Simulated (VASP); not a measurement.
Here is a VASP 6.6.1 calculation.

The input INCAR:

```
  PREC = Accurate
  ENCUT = 520
  EDIFF = 1E-6
  ISMEAR = 0
  SIGMA = 0.05
  LREAL = F
  LASPH = T
  NELM = 100
  ALGO = Normal
  ISIF = 2
  LWAVE = F
  LCHARG = T
  GGA = CA
  LELF = T
  LVHAR = T
  NBANDS = 25
```

Contents of KPOINTS:

```
Automatic mesh
0
Gamma
  6 6 6
```

File POSCAR:

```
BaLiF3
1.0
    3.5897234760      0.0000000000      0.0000000000
    0.0000000000      3.5897234760      0.0000000000
    0.0000000000      0.0000000000      3.9885816400
Ba Li F
1 1 3
Direct
    0.0000000000      0.0000000000      0.0000000000
    0.5000000000      0.5000000000      0.5000000000
    0.0000000000      0.5000000000      0.5000000000
    0.5000000000      0.5000000000      0.0000000000
    0.5000000000      0.0000000000      0.5000000000
```

Potentials or basis: VASP PAW LDA potentials, release 64 (Ba_sv, Li_sv, F).

The run is started by

```bash
$ cat potpaw_LDA.64/Ba_sv/POTCAR potpaw_LDA.64/Li_sv/POTCAR potpaw_LDA.64/F/POTCAR > POTCAR
$ mpirun -np 1 vasp_std > vasp.out
```

**Question.** Predict the band gap on the k mesh.

**Answer.** 5.81 eV (least direct gap 5.90 eV).

Caveat: the cell differs from its parent crystal (strain -0.1000 x Voigt [1, 1, 0, 0, 0, 0]); spin-orbit coupling is left out, which moves the levels of the heavy elements. A k mesh can miss the band edges.
